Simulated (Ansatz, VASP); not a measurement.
# One calculation of CdS, two programs

Contents of INCAR:

```
  PREC = Accurate
  ENCUT = 520
  EDIFF = 1E-8
  ISMEAR = -1
  SIGMA = 0.02
  LREAL = False
  LASPH = True
  NELM = 100
  ALGO = Normal
  ISIF = 2
  LWAVE = False
  LCHARG = False
  GGA = PS
  LEFG = True
  NBANDS = 16
```

KPOINTS

```
Automatic mesh
0
Gamma
  7 7 7
```

Contents of POSCAR:

```
CdS
1.0
    0.0000000000      2.9624437910      2.9624437910
    2.9624437910      0.0000000000      2.9624437910
    2.9624437910      2.9624437910      0.0000000000
Cd S
1 1
Direct
    0.0000000000      0.0000000000      0.0000000000
    0.7500000000      0.7500000000      0.7500000000
```

Input for Ansatz:

```yaml
crystal:
  lattice:
    - [0.0, 2.962443791, 2.962443791]
    - [2.962443791, 0.0, 2.962443791]
    - [2.962443791, 2.962443791, 0.0]
  atoms:
    - { symbol: Cd, position: [0.0, 0.0, 0.0] }
    - { symbol: S, position: [0.75, 0.75, 0.75] }
kpoints:
  mp_grid: { grid: [7, 7, 7] }
scf:
  occupations: { method: fermi_dirac, width: 0.02 }
hamiltonian:
  xc: pbesol
  pseudopotentials: { kind: all_electron, datasets: crystal }
output:
  forces: true
  stress: true
  eigenvalues: true
  efg: { contact_densities: true }
```

Change from the starting cell: volume scaled by 1.02, crystal datasets.

Alike in both runs: task electric field gradients; functional PBEsol; k mesh 7 × 7 × 7; occupations fermi-dirac, width 0.02 eV; no spin polarisation.

|  | VASP | Ansatz |
| --- | --- | --- |
| version | VASP 6.6.1 | Ansatz 0.2.0 |
| potentials or method | VASP PAW PBE potentials, release 64 (Cd, S), cutoff 520 eV | all-electron PAW with datasets made for the crystal, scalar-relativistic |

|  | VASP | Ansatz | Ansatz less VASP |
| --- | --- | --- | --- |
| gap on the k mesh at the Fermi level (eV) | 0.91 | 0.91 | -0.002 |
| pressure (GPa) | -2.5 | -2.8 | -0.30 |

VASP's potentials were made for PBE, not for PBEsol. Ansatz ran all-electron here, and VASP with PAW potentials.
